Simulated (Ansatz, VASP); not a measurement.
**Cu: VASP beside Ansatz**

```
CELL_PARAMETERS angstrom
0.00000 1.75920 1.75920
1.75920 0.00000 1.75920
1.75920 1.75920 0.00000
ATOMIC_POSITIONS crystal
Cu 0.00000 0.00000 0.00000
```

Alike in both runs: functional LDA; k mesh 20 × 20 × 20; occupations fermi-dirac, width 0.15 eV; no spin polarisation.

Ansatz relaxed the structure, and its values are those at the end. VASP's run is a single point on that final structure, the one shown.

|  | VASP | Ansatz |
| --- | --- | --- |
| version | VASP 6.6.1 | Ansatz 0.2.0 |
| potentials or method | VASP PAW LDA potentials, release 64 (Cu), cutoff 520 eV | scalar-relativistic, plane waves, PAW |
| valence electrons in the cell | 11 | 19 |

```csv
,VASP,Ansatz,Ansatz less VASP
gap on the k mesh at the Fermi level (eV),none,none,-
pressure (GPa),0.9,0.0,-0.92
```

Ansatz warns that its potentials were made for another functional, while VASP's fit it. LDA's correlation is that of Perdew and Zunger in VASP and of Perdew and Wang (1992) in Ansatz. A gap of «none» marks a metal or a gap that the smearing closes. VASP's potentials hold 11 valence electrons a cell and Ansatz's 19, so a difference there can come from the potentials and not from the codes.
